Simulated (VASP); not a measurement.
# Mg (I4/mmm) in VASP: settings compared, part 2 of 2

VASP 6.6.1. The steps go on from the part before.

## (4) Single point, revPBE

Input file INCAR:

```
SYSTEM = Mg
PREC = Accurate
ENCUT = 600
EDIFF = 1E-6
ISMEAR = -5
SIGMA = 0.1
LREAL = .FALSE.
LASPH = .TRUE.
NELM = 120
ALGO = Normal
ISIF = 2
LWAVE = .FALSE.
LCHARG = .FALSE.
GGA = RE
NBANDS = 7
GGA_COMPAT = .FALSE.
```

Input file KPOINTS:

```
regular mesh
0
G
  2 2 2
  0 0 0
```

Input file POSCAR:

```
Mg
1.0
   -1.8359916300      1.8359916300      1.6794040200
    1.8359916300     -1.8359916300      1.6794040200
    1.8359916300      1.8359916300     -1.6794040200
Mg
1
Direct
    0.0000000000      0.0000000000      0.0000000000
```

Potentials or basis: VASP PAW PBE potentials, release 64 (Mg).

Run with:

```
cat potpaw_PBE.64/Mg/POTCAR > POTCAR
mpirun -np 1 vasp_std > vasp.out
```

OUTCAR:

```text
SYSTEM = Mg
   PREC = Accurate
   ENCUT = 600
   EDIFF = 1E-6
   ISMEAR = -5
   LREAL = .FALSE.
   LASPH = .TRUE.
   NELM = 120
   ISIF = 2
   GGA = RE

 ion  position               nearest neighbor table
   1  0.000  0.000  0.000-

  LATTYP: Found a body centered tetragonal cell.
 ALAT       =     3.6719832600
 C/A-ratio  =     0.9147122419

  Lattice vectors:

 A1 = (  -1.8359916300,   1.8359916300,   1.6794040200)
 A2 = (   1.8359916300,  -1.8359916300,   1.6794040200)
 A3 = (   1.8359916300,   1.8359916300,  -1.6794040200)

Analysis of symmetry for initial positions (statically):
=====================================================================
 Subroutine PRICEL returns:
 Original cell was already a primitive cell.

 Routine SETGRP: Setting up the symmetry group for a
 body centered tetragonal supercell.

 Subroutine GETGRP returns: Found 16 space group operations
 (whereof 16 operations were pure point group operations)
 out of a pool of 16 trial point group operations.

The static configuration has the point symmetry D_4h.
[... 138 lines left out ...]

  energy without entropy =       -1.59515738  energy(sigma->0) =       -1.59515738

 E-fermi :   2.0767     XC(G=0):  -8.4533

 val. band max:        1.5298462222   @ k =   0.5000   0.5000   0.0000
 cond. band min:       2.1682587368   @ k =   0.5000  -0.0000   0.0000
 fundamental gap:      0.6384125146
 Fermi energy:         2.0766935565

 k-point     1 :       0.0000    0.0000    0.0000
  band No.  band energies     occupation
      1      -4.1832      2.33161
      2      14.8746     -0.54366
      3      16.6885      0.00000
      4      16.6885      0.00000
      5      16.9520      0.00000
      6      17.2313      0.00000
      7      17.2313      0.00000
[... 21 lines left out ...]
 k-point     4 :       0.5000    0.5000    0.5000
  band No.  band energies     occupation
      1       6.0787     -0.45181
      2       6.0787     -0.43378
      3       6.3223      0.00000
      4       6.9643      0.00000
      5       8.2147      0.00000
      6      10.9370      0.00000
      7      26.1730      0.00000

------------------------ aborting loop because EDIFF is reached ----------------------------------------

  FORCE on cell =-STRESS in cart. coord.  units (eV):
  Direction    XX          YY          ZZ          XY          YZ          ZX
  --------------------------------------------------------------------------------------
  -------------------------------------------------------------------------------------
  Total       -0.7927774     -0.7927774      1.1176441      0.0000000     -0.0000000      0.0000000
  in kB      -56.0925602    -56.0925602     79.0783401      0.0000000     -0.0000000      0.0000000
  external PRESSURE =     -11.0355934 kB  Pullay stress =       0.0000000 kB

 VOLUME and BASIS-vectors are now :
 -----------------------------------------------------------------------------
  energy-cutoff  :      600.00
  volume of cell :       22.64
      direct lattice vectors                 reciprocal lattice vectors
    -1.835991630  1.835991630  1.679404020     0.000000000  0.272332396  0.297724665
     1.835991630 -1.835991630  1.679404020     0.272332396  0.000000000  0.297724665
     1.835991630  1.835991630 -1.679404020     0.272332396  0.272332396  0.000000000

 POSITION                                       TOTAL-FORCE (eV/Angst)
 -----------------------------------------------------------------------------------
      0.00000      0.00000      0.00000        -0.000000      0.000000     -0.000000
 -----------------------------------------------------------------------------------
    total drift:                               -0.000000      0.000000      0.000000

  FREE ENERGIE OF THE ION-ELECTRON SYSTEM (eV)
  ---------------------------------------------------
  free  energy   TOTEN  =        -1.5951573838 eV

  energy  without entropy=       -1.5951573838  energy(sigma->0) =       -1.59515738
```

OSZICAR:

```text
N       E                     dE             d eps       ncg     rms          rms(c)
DAV:   1     0.176436745629E+01    0.17644E+01   -0.68568E+02    63   0.196E+02
DAV:   2    -0.161548298287E+01   -0.33799E+01   -0.13640E+01    63   0.110E+01
DAV:   3    -0.159352950649E+01    0.21953E-01    0.16196E-01    84   0.163E+00
DAV:   4    -0.159352755343E+01    0.19531E-05   -0.64401E-05    98   0.651E-02
DAV:   5    -0.159352746027E+01    0.93155E-07    0.88023E-07    77  -0.696E-04    0.980E-01
DAV:   6    -0.159350825829E+01    0.19202E-04   -0.65403E-04    84   0.194E-01    0.632E-01
DAV:   7    -0.159475955688E+01   -0.12513E-02   -0.23612E-03    56   0.353E-01    0.366E-02
DAV:   8    -0.159490254207E+01   -0.14299E-03   -0.88218E-06    91   0.169E-02    0.100E-02
DAV:   9    -0.159514645375E+01   -0.24391E-03   -0.23690E-06    70   0.743E-03    0.683E-04
DAV:  10    -0.159515213458E+01   -0.56808E-05   -0.79728E-09    49   0.472E-04    0.280E-04
DAV:  11    -0.159515756205E+01   -0.54275E-05   -0.15893E-09    42   0.256E-04    0.332E-05
DAV:  12    -0.159515738382E+01    0.17823E-06   -0.57802E-11    49   0.452E-05
   1 F= -.15951574E+01 E0= -.15951574E+01  d E =0.000000E+00
```

stdout:

```text
POSCAR found type information on POSCAR Mg
 POSCAR found :  1 types and       1 ions
 scaLAPACK will be used
 -----------------------------------------------------------------------------
|                                                                             |
[... 23 lines left out ...]
|     occupations, so forces and stress will be inaccurate. We suggest        |
|     using a different smearing scheme ISMEAR = 1 or 2 for metals in         |
|     relaxations.                                                            |
|                                                                             |
 -----------------------------------------------------------------------------
```

Wall time 6 s (1 thread of Intel Xeon 8259CL, shared host); peak memory 0.15 GiB.

Results:

```yaml
Free_energy: -1.5952 eV
Pressure: -1.1 GPa
Band_gap_on_the_k_mesh: zero (bands 1 and 2 overlap by 4.55 eV)
```

Stress tensor (GPa, compression positive):
```
-5.61  0.00  0.00
 0.00 -5.61  0.00
 0.00  0.00  7.91
```

Levels at points of the mesh, in eV from the Fermi level:
| k point | band 1 | band 2 | band 3 | band 4 | band 5 |
| --- | --- | --- | --- | --- | --- |
| (0.00, 0.00, 0.00) | -6.26 | 12.80 | 14.61 | 14.61 | 14.88 |
| (0.50, 0.00, 0.00) | -0.63 | 0.09 | 8.96 | 9.81 | 10.48 |
| (0.50, 0.50, 0.00) | -1.04 | -0.55 | 10.55 | 11.34 | 12.25 |
| (0.50, 0.50, 0.50) | 4.00 | 4.00 | 4.25 | 4.89 | 6.14 |

Caveat: the k points lie up to 1.27 Å⁻¹ apart, too coarse for converged energies and pressures of a metal; the PAW data sets were made with another functional, which shifts forces and pressure a little; tetrahedron occupations give inexact forces and stress in metals.

## (5) Single point, PBE

Input file INCAR:

```
PREC = Accurate ; ENCUT = 600
EDIFF = 1E-6 ; ISMEAR = 1
SIGMA = 0.1 ; LREAL = F
LASPH = T ; NELM = 120
ALGO = Normal ; ISIF = 2
LWAVE = F ; LCHARG = F
GGA = PE ; NBANDS = 7
GGA_COMPAT = F
```

Input file KPOINTS:

```
regular mesh
0
Gamma
  3 3 3
```

POSCAR is that of step 4.

Run with:

```
cat potpaw_PBE.64/Mg/POTCAR > POTCAR
mpirun -np 1 vasp_std > vasp.out
```

Run time: 5.1 s. Hardware: 1 thread of Intel Xeon 8259CL, shared host; peak memory 0.14 GiB.

The run converged, but its numbers aren't listed here, since they failed a check.

Caveat: the k points lie up to 0.85 Å⁻¹ apart; the mesh shows a gap though the element is a metal.

## (6) Single point, PBEsol

Input file INCAR:

```
ALGO = Normal
EDIFF = 1E-6
ENCUT = 600
GGA = PS
GGA_COMPAT = False
ISIF = 2
ISMEAR = -4
LASPH = True
LCHARG = False
LREAL = False
LWAVE = False
NBANDS = 7
NELM = 120
PREC = Accurate
SIGMA = 0.1
```

Input file KPOINTS:

```
k-points
0
Gamma
  2 2 2
```

Edit POSCAR of step 5 so:

```diff
@@ -8,2 +8,2 @@
 Direct
-    0.0000000000      0.0000000000      0.0000000000
+    0.5620000000      0.0230000000      0.7200000000
```

Potentials or basis: VASP PAW PBE potentials, release 64 (Mg).

Run with:

```
cat potpaw_PBE.64/Mg/POTCAR > POTCAR
mpirun -np 1 vasp_std > vasp.out
```

OUTCAR:

```text
EDIFF = 1E-6
   ENCUT = 600
   GGA = PS
   ISIF = 2
   ISMEAR = -4
   LASPH = True
   LREAL = False
   NELM = 120
   PREC = Accurate

 ion  position               nearest neighbor table
   1  0.562  0.023  0.720-

  LATTYP: Found a body centered tetragonal cell.
 ALAT       =     3.6719832600
 C/A-ratio  =     0.9147122419

  Lattice vectors:

 A1 = (  -1.8359916300,   1.8359916300,   1.6794040200)
 A2 = (   1.8359916300,  -1.8359916300,   1.6794040200)
 A3 = (   1.8359916300,   1.8359916300,  -1.6794040200)
[... 201 lines left out ...]
      6      10.6991      0.00000
      7      25.9452      0.00000

------------------------ aborting loop because EDIFF is reached ----------------------------------------

  FORCE on cell =-STRESS in cart. coord.  units (eV):
  Direction    XX          YY          ZZ          XY          YZ          ZX
  --------------------------------------------------------------------------------------
  -------------------------------------------------------------------------------------
  Total        0.9647855      0.9647855      0.6186281      0.0000000     -0.0000000      0.0000000
  in kB       68.2629074     68.2629074     43.7707159      0.0000000     -0.0000000      0.0000000
  external PRESSURE =      60.0988436 kB  Pullay stress =       0.0000000 kB

 VOLUME and BASIS-vectors are now :
 -----------------------------------------------------------------------------
  energy-cutoff  :      600.00
  volume of cell :       22.64
      direct lattice vectors                 reciprocal lattice vectors
    -1.835991630  1.835991630  1.679404020     0.000000000  0.272332396  0.297724665
     1.835991630 -1.835991630  1.679404020     0.272332396  0.000000000  0.297724665
     1.835991630  1.835991630 -1.679404020     0.272332396  0.272332396  0.000000000

 POSITION                                       TOTAL-FORCE (eV/Angst)
 -----------------------------------------------------------------------------------
      0.33231      2.31151     -0.22672        -0.000000      0.000000      0.000000
 -----------------------------------------------------------------------------------
    total drift:                                0.000000      0.000000     -0.000000

  FREE ENERGIE OF THE ION-ELECTRON SYSTEM (eV)
  ---------------------------------------------------
  free  energy   TOTEN  =         0.1442938518 eV

  energy  without entropy=        0.1442938518  energy(sigma->0) =        0.14429385
```

stdout:

```text
POSCAR found type information on POSCAR Mg
 POSCAR found :  1 types and       1 ions
 scaLAPACK will be used
 -----------------------------------------------------------------------------
|                                                                             |
[... 23 lines left out ...]
|     occupations, so forces and stress will be inaccurate. We suggest        |
|     using a different smearing scheme ISMEAR = 1 or 2 for metals in         |
|     relaxations.                                                            |
|                                                                             |
 -----------------------------------------------------------------------------
```

It took 4.6 s on 1 thread of Intel Xeon 8259CL, shared host; peak memory 0.15 GiB.

Results:

* Free energy: 0.1443 eV
* Pressure: 6.0 GPa
* Band gap on the k mesh: zero (bands 1 and 2 overlap by 4.54 eV)

Levels at points of the mesh, in eV from the Fermi level:
| k point | band 1 | band 2 | band 3 | band 4 | band 5 |
| --- | --- | --- | --- | --- | --- |
| (0.00, 0.00, 0.00) | -6.24 | 12.69 | 14.55 | 14.55 | 14.91 |
| (0.50, 0.00, 0.00) | -0.59 | 0.09 | 8.95 | 9.74 | 10.52 |
| (0.50, 0.50, 0.00) | -1.00 | -0.56 | 10.56 | 11.29 | 12.27 |
| (0.50, 0.50, 0.50) | 3.97 | 3.97 | 4.34 | 4.93 | 6.14 |

Caveat: the k points lie up to 1.27 Å⁻¹ apart, too coarse for converged energies and pressures of a metal; the PAW data sets were made with another functional, which shifts forces and pressure a little.

## (7) Overview

| level | k mesh | cutoff (eV) | smearing | gap on the mesh (eV) | pressure (GPa) |
| --- | --- | --- | --- | --- | --- |
| r2SCAN | 6 × 6 × 6 | 660 | tetrahedron | none | -1.1 |
| PBE | 6 × 6 × 6 | 600 | gaussian 0.1 eV | none | 0.5 |
| revPBE | 2 × 2 × 2 | 600 | tetrahedron | none | -1.1 |
| PBEsol | 2 × 2 × 2 | 600 | tetrahedron | none | 6.0 |

Alike in all rows: task single point; potentials or basis VASP PAW PBE potentials, release 64 (Mg); no spin polarisation; cell as given.

Caveats: all runs use coarse meshes; the PAW data sets were made with another functional, which shifts forces and pressure a little (at least some runs); tetrahedron occupations give inexact forces and stress in metals (at least some runs).

Absolute energies hang on the potentials; compare differences alone.
